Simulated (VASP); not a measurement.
Here is a VASP 6.6.1 calculation.

The input INCAR:

```
PREC = Accurate
ENCUT = 500
EDIFF = 1E-6
ISMEAR = 0
SIGMA = 0.03
LREAL = F
LASPH = T
NELM = 120
ALGO = Normal
ISIF = 2
LWAVE = F
LCHARG = F
GGA = PE
NBANDS = 16
GGA_COMPAT = F
```

File KPOINTS:

```
regular mesh
0
Gamma
  10 10 10
```

POSCAR

```
GaAs
1.0
    0.0000000000      2.8008749607      2.8726922674
    2.8008749607      0.0000000000      2.8726922674
    2.8008749607      2.8008749607      0.0000000000
Ga As
1 1
Direct
    0.0000000000      0.0000000000      0.0000000000
    0.7500000000      0.7500000000      0.7500000000
```

Potentials or basis: VASP PAW PBE potentials, release 64 (Ga_d, As).

Launch:

```bash
$ cat potpaw_PBE.64/Ga_d/POTCAR potpaw_PBE.64/As/POTCAR > POTCAR
$ mpirun -np 1 vasp_std > vasp.out
```

Task: Predict the pressure.

Result: 3.6 GPa.

Task: Predict the band gap on the k mesh.

Result: 0.48 eV, direct.

Stress tensor (GPa, compression positive):
```
4.15 0.00 0.00
0.00 4.15 0.00
0.00 0.00 2.59
```

Caveat: the cell differs from its parent crystal (strain -0.025 along x and y, +0.000 along z). A k mesh can miss the band edges.
